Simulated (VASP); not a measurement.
# AlCo (CsCl type) (Pm-3m) in VASP: a series of runs

The runs below take AlCo (CsCl type) through relaxation of cell and atoms, single point, with PBE.

Program: VASP 6.6.1. These are calculated values, not measurements. Logs are shortened: lines on timing, memory, paths and dates and some standing lists are left out, and cuts for length are marked.

## (1) The cell of the first run

It takes space group Pm-3m (No. 221, cubic). Conventional cell: a = 2.805 Å, b = 2.805 Å, c = 2.805 Å, α = 90.00°, β = 90.00°, γ = 90.00°. Within 3.2 Å of Co (site symmetry m-3m) lie 8 Al at 2.43 Å and 6 Co at 2.81 Å. Al (site symmetry m-3m) has 8 Co at 2.43 Å and 6 Al at 2.81 Å within 3.2 Å.

## (2) Relaxation of cell and atoms, PBE, target pressure 10 GPa, at which the enthalpy is minimised

The input, INCAR:

```
PREC     = Accurate       # precision mode
ENCUT    = 600            # plane-wave cutoff, eV
EDIFF    = 1E-7           # SCF threshold, eV
ISMEAR   = -1             # smearing method
SIGMA    = 0.1            # smearing width, eV
LREAL    = False          # projectors in reciprocal space
LASPH    = True           # aspherical terms in the spheres
NELM     = 80             # most SCF steps
ALGO     = Normal         # electronic algorithm
ISIF     = 3              # what is computed and relaxed
LWAVE    = False          # write WAVECAR
LCHARG   = False          # write CHGCAR
GGA      = PE             # functional
IBRION   = 2              # ionic algorithm
NSW      = 32             # ionic steps
EDIFFG   = -0.005         # ionic threshold
PSTRESS  = 100.0
```

The input, KPOINTS:

```
regular mesh
0
Gamma
  14 14 14
```

The input, POSCAR:

```
AlCo
1.0
    2.8053176286      0.0000000000      0.0000000000
    0.0000000000      2.8053176286      0.0000000000
    0.0000000000      0.0000000000      2.8053176286
Co Al
1 1
Direct
    0.0000000000      0.0000000000      0.0000000000
    0.5000000000      0.5000000000      0.5000000000
```

Potentials or basis: VASP PAW PBE potentials, release 64 (Co, Al).

Launch:

```sh
$ cat potpaw_PBE.64/Co/POTCAR potpaw_PBE.64/Al/POTCAR > POTCAR
$ mpirun -np 1 vasp_std > vasp.out
```

OUTCAR:

```text
PREC = Accurate
   ENCUT = 600
   EDIFF = 1E-7
   ISMEAR = -1
   LREAL = False
   LASPH = True
   NELM = 80
   ISIF = 3
   GGA = PE
   IBRION = 2
   NSW = 32
   EDIFFG = -0.005
   PSTRESS = 100.0

 ion  position               nearest neighbor table
   1  0.000  0.000  0.000-   2 2.43   2 2.43   2 2.43   2 2.43   2 2.43   2 2.43   2 2.43   2 2.43

   2  0.500  0.500  0.500-   1 2.43   1 2.43   1 2.43   1 2.43   1 2.43   1 2.43   1 2.43   1 2.43

  LATTYP: Found a simple cubic cell.
 ALAT       =     2.8053176286

  Lattice vectors:

 A1 = (   2.8053176286,   0.0000000000,   0.0000000000)
 A2 = (   0.0000000000,   2.8053176286,   0.0000000000)
 A3 = (   0.0000000000,   0.0000000000,   2.8053176286)

Analysis of symmetry for initial positions (statically):
=====================================================================
 Subroutine PRICEL returns:
 Original cell was already a primitive cell.

 Routine SETGRP: Setting up the symmetry group for a
 simple cubic supercell.

 Subroutine GETGRP returns: Found 48 space group operations
 (whereof 48 operations were pure point group operations)
 out of a pool of 48 trial point group operations.

The static configuration has the point symmetry O_h .

Analysis of symmetry for dynamics (positions and initial velocities):
=====================================================================
 Subroutine PRICEL returns:
 Original cell was already a primitive cell.

 Routine SETGRP: Setting up the symmetry group for a
 simple cubic supercell.

 Subroutine GETGRP returns: Found 48 space group operations
 (whereof 48 operations were pure point group operations)
 out of a pool of 48 trial point group operations.

The dynamic configuration has the point symmetry O_h .

 Subroutine INISYM returns: Found 48 space group operations
 (whereof 48 operations are pure point group operations),
 and found     1 'primitive' translations

----------------------------------------------------------------------------------------

                                     Primitive cell

  volume of cell :      22.0773

  direct lattice vectors                    reciprocal lattice vectors
     2.805317629  0.000000000  0.000000000     0.356465874  0.000000000  0.000000000
     0.000000000  2.805317629  0.000000000     0.000000000  0.356465874  0.000000000
     0.000000000  0.000000000  2.805317629     0.000000000  0.000000000  0.356465874

  length of vectors
     2.805317629  2.805317629  2.805317629     0.356465874  0.356465874  0.356465874

  position of ions in fractional coordinates (direct lattice)
     0.000000000  0.000000000  0.000000000
     0.500000000  0.500000000  0.500000000

  ion indices of the primitive-cell ions
   primitive index   ion index
                 1           1
                 2           2

----------------------------------------------------------------------------------------

 KPOINTS: regular mesh

Automatic generation of k-mesh.
 Grid dimensions read from file:
 generate k-points for:   14   14   14

 Generating k-lattice:

  Cartesian coordinates                     Fractional coordinates (reciprocal lattice)
     0.025461848  0.000000000  0.000000000     0.071428571  0.000000000  0.000000000
     0.000000000  0.025461848  0.000000000     0.000000000  0.071428571  0.000000000
     0.000000000  0.000000000  0.025461848     0.000000000  0.000000000  0.071428571

  Length of vectors
     0.025461848  0.025461848  0.025461848

  Shift w.r.t. Gamma in fractional coordinates (k-lattice)
     0.000000000  0.000000000  0.000000000

 Subroutine IBZKPT returns following result:
 ===========================================

 Found    120 irreducible k-points:

 Following reciprocal coordinates:
            Coordinates               Weight
  0.000000  0.000000  0.000000      1.000000
  0.071429  0.000000  0.000000      6.000000
  0.142857  0.000000  0.000000      6.000000
  0.214286  0.000000  0.000000      6.000000
  0.285714  0.000000  0.000000      6.000000
  0.357143  0.000000  0.000000      6.000000
[... 16 lines left out ...]
  0.285714  0.214286  0.000000     24.000000
  0.357143  0.214286  0.000000     24.000000
 [... further k-points ...]
   k-points           NKPTS =    120   k-points in BZ     NKDIM =    120   number of bands    NBANDS=     10
   number of dos      NEDOS =    301   number of ions     NIONS =      2
   total plane-waves  NPLWV =  13824
   dimension x,y,z NGX =    24 NGY =   24 NGZ =   24
   dimension x,y,z NGXF=    48 NGYF=   48 NGZF=   48
   ions per type =               1   1
   NGX,Y,Z   is equivalent  to a cutoff of  14.22, 14.22, 14.22 a.u.
   NGXF,Y,Z  is equivalent  to a cutoff of  28.45, 28.45, 28.45 a.u.
 SYSTEM =  unknown system
   PREC   = accura    normal or accurate (medium, high low for compatibility)
   ISTART =      0    job   : 0-new  1-cont  2-samecut
   ICHARG =      2    charge: 1-file 2-atom 10-const
   ISPIN  =      1    spin polarized calculation?
   LNONCOLLINEAR =      F non collinear calculations
   LSORBIT =      F    spin-orbit coupling
   LASPH  =      T    aspherical Exc in radial PAW
   ENCUT  =  600.0 eV  44.10 Ry    6.64 a.u.   5.60  5.60  5.60*2*pi/ulx,y,z
   NELM   =     80;   NELMIN=  2; NELMDL= -5     # of ELM steps
   EDIFF  = 0.1E-06   stopping-criterion for ELM
   LREAL  =      F    real-space projection
   EDIFFG = -.5E-02   stopping-criterion for IOM
   NSW    =     32    number of steps for IOM
   IBRION =      2    ionic relax: 0-MD 1-quasi-New 2-CG
   NFREE  =      1    steps in history (QN), initial steepest desc. (CG)
   ISIF   =      3    stress and relaxation
   ISYM   =      2    0-nonsym 1-usesym 2-fastsym
   POTIM  = 0.5000    time-step for ionic-motion
   TEBEG  =    0.0;   TEEND  =   0.0 temperature during run
   PSTRESS=  100.0 pullay stress
   NELECT =      12.0000    total number of electrons
   NUPDOWN=      -1.0000    fix difference up-down
   EMIN   =  10.00;   EMAX   =-10.00  energy-range for DOS
   EFERMI =   0.00;   METHOD = LEGACY
   ISMEAR =    -1;   SIGMA  =   0.10  broadening in eV -4-tet -1-fermi 0-gaus
   EFERMI_NEDOS =   21; number of points for ismear=-14 and -15
   IALGO  =     38    algorithm
   IMIX   =      4    mixing-type and parameters
     AMIX     =   0.40;   BMIX     =  1.00
     AMIX_MAG =   1.60;   BMIX_MAG =  1.00
  volume/ion in A,a.u.               =      11.04        74.49
  Fermi-wavevector in a.u.,A,eV,Ry     =   1.336041  2.524752 24.286485  1.785006
  Thomas-Fermi vector in A             =   2.464699
   LORBIT       =      0    0 simple, 1 ext, 2 COOP (PROOUT), +10 PAW based schemes
   GGA     = PE    functional components
   LHFCALC =     F    Hartree Fock is set to
   AEXX    =    0.0000 exact exchange contribution
   IVDW    =     0    specifies the selected vdW correction
   LEPSILON=     F    determine dielectric tensor
   LRPA    =     F    only Hartree local field effects (RPA)
 conjugate gradient relaxation of ions
 non-spin polarized calculation
  energy-cutoff  :      600.00
  volume of cell :       22.08
 maximum number of plane-waves:       756
 NGX is ok and might be reduce to    24
   NGX = 11   NGY = 11   NGZ = 11

--------------------------------------- Ionic step        1  -------------------------------------------

 number of electron      11.9999998 magnetization

 Free energy of the ion-electron system (eV)
  ---------------------------------------------------
  ext. energy  EPLUGINS =         0.00000000
  ---------------------------------------------------
  free energy    TOTEN  =       -11.96949634 eV

  energy without entropy =      -11.94317843  energy(sigma->0) =      -11.95633738

------------------------ aborting loop because EDIFF is reached ----------------------------------------

  FORCE on cell =-STRESS in cart. coord.  units (eV):
  Direction    XX          YY          ZZ          XY          YZ          ZX
  --------------------------------------------------------------------------------------
  -------------------------------------------------------------------------------------
  Total        1.3615785      1.3615785      1.3615785      0.0000000      0.0000000      0.0000000
  in kB       98.8114208     98.8114208     98.8114208      0.0000000      0.0000000      0.0000000
  external PRESSURE =      -1.1885792 kB  Pullay stress =     100.0000000 kB

 VOLUME and BASIS-vectors are now :
 -----------------------------------------------------------------------------
  energy-cutoff  :      600.00
  volume of cell :       22.08
      direct lattice vectors                 reciprocal lattice vectors
     2.805317629  0.000000000  0.000000000     0.356465874  0.000000000  0.000000000
     0.000000000  2.805317629  0.000000000     0.000000000  0.356465874  0.000000000
     0.000000000  0.000000000  2.805317629     0.000000000  0.000000000  0.356465874
[... 46 lines left out ...]
  FREE ENERGIE OF THE ION-ELECTRON SYSTEM (eV)
  ---------------------------------------------------
  free  energy   TOTEN  =       -11.9678675589 eV

  energy  without entropy=      -11.9416111513  energy(sigma->0) =      -11.95473936

  enthalpy is  TOTEN    =       -10.5915434446 eV   P V=        1.3763241142

--------------------------------------- Ionic step        3  -------------------------------------------

 number of electron      11.9999998 magnetization

 Free energy of the ion-electron system (eV)
  ---------------------------------------------------
  ext. energy  EPLUGINS =         0.00000000
  ---------------------------------------------------
  free energy    TOTEN  =       -11.96846686 eV

  energy without entropy =      -11.94218812  energy(sigma->0) =      -11.95532749

 E-fermi :  11.1950     XC(G=0): -12.5013

 val. band max:       11.1651783859   @ k =   0.4286   0.4286   0.0000
 cond. band min:      11.2108471155   @ k =   0.4286   0.4286   0.0714
 fundamental gap:      0.0456687296
 Fermi energy:        11.1949682267

 k-point     1 :       0.0000    0.0000    0.0000
  band No.  band energies     occupation
      1      -0.1702      2.00000
      2       8.0518      2.00000
      3       8.0518      2.00000
      4      10.3331      1.99964
      5      10.3331      1.99964
      6      10.3331      1.99964
      7      17.4493      0.00000
      8      17.4493      0.00000
      9      17.4493      0.00000
     10      20.1698      0.00000

 k-point     2 :       0.0714    0.0000    0.0000
  band No.  band energies     occupation
      1      -0.0700      2.00000
      2       8.0437      2.00000
      3       8.0807      2.00000
      4      10.2776      1.99979
      5      10.2776      1.99979
      6      10.3390      1.99962
      7      16.4909      0.00000
      8      17.5892      0.00000
      9      17.5892      0.00000
     10      20.1519      0.00000
[... 274 lines left out ...]
 k-point    24 :       0.3571    0.2143    0.0000
  band No.  band energies     occupation
      1       3.0250      2.00000
      2       6.9913      2.00000
      3       8.5467      2.00000
      4       9.2671      2.00000
      5       9.6294      2.00000
      6      10.0736      1.99997
      7      11.9529      0.00102
      8      15.9182      0.00000
      9      19.8612      0.00000
     10      21.4237      0.00000

 [... further k-points ...]
[... 5 lines left out ...]
  --------------------------------------------------------------------------------------
  -------------------------------------------------------------------------------------
  Total        1.3798049      1.3798049      1.3798049      0.0000000     -0.0000000      0.0000000
  in kB      100.2095149    100.2095149    100.2095149      0.0000000     -0.0000000      0.0000000
  external PRESSURE =       0.2095149 kB  Pullay stress =     100.0000000 kB

 VOLUME and BASIS-vectors are now :
 -----------------------------------------------------------------------------
  energy-cutoff  :      600.00
  volume of cell :       22.06
      direct lattice vectors                 reciprocal lattice vectors
     2.804613995  0.000000000  0.000000000     0.356555306 -0.000000000 -0.000000000
     0.000000000  2.804613995 -0.000000000     0.000000000  0.356555306 -0.000000000
     0.000000000  0.000000000  2.804613995     0.000000000  0.000000000  0.356555306

 POSITION                                       TOTAL-FORCE (eV/Angst)
 -----------------------------------------------------------------------------------
      0.00000      0.00000      0.00000        -0.000000     -0.000000      0.000000
      1.40231      1.40231      1.40231         0.000000      0.000000      0.000000
 -----------------------------------------------------------------------------------
    total drift:                                0.000000      0.000000      0.000000

  FREE ENERGIE OF THE ION-ELECTRON SYSTEM (eV)
  ---------------------------------------------------
  free  energy   TOTEN  =       -11.9684668556 eV

  energy  without entropy=      -11.9421881153  energy(sigma->0) =      -11.95532749

  enthalpy is  TOTEN    =       -10.5915468553 eV   P V=        1.3769200003

 reached required accuracy - stopping structural energy minimisation
```

Run time: 28 s. Hardware: 1 thread of AMD EPYC 9R45 (Zen 5), shared host; peak memory 0.14 GiB.

What came out:

```
Free energy                                            : -11.9685 eV
Relaxed volume                                         : 11.03 Å³/atom
Relaxed cell                                           : a = 2.805 Å, b = 2.805 Å, c = 2.805 Å, α = 90.00°, β = 90.00°, γ = 90.00°
Space group after relaxing (to 0.05 Å)                 : Pm-3m (No. 221)
Energy change on relaxing (the enthalpy is what falls) : +0.5 meV/atom
Ionic steps                                            : 3
Pressure after relaxing                                : 10.0 GPa
Band gap on the k mesh                                 : zero (band 6 reaches 13.62 eV, above the bottom of band 7 at 10.98 eV)
```

The path:
| step | energy change (eV) | largest force (eV/Å) | pressure (GPa) | volume (Å³) |
| --- | --- | --- | --- | --- |
| 1 | 0.0000 | 0.0000 | 9.88 | 22.08 |
| 2 | 0.0016 | 0.0000 | 10.13 | 22.05 |
| 3 | 0.0010 | 0.0000 | 10.02 | 22.06 |

Final structure:
```
Co Al
1.0
     2.80461    0.00000    0.00000
     0.00000    2.80461    0.00000
     0.00000    0.00000    2.80461
Co Al
1 1
Direct
  0.00000 0.00000 0.00000
  0.50000 0.50000 0.50000
```

Caveat: the cell is relaxed towards a set pressure, so the enthalpy falls and the energy may rise.

(Part 1 of 2 ends here.)
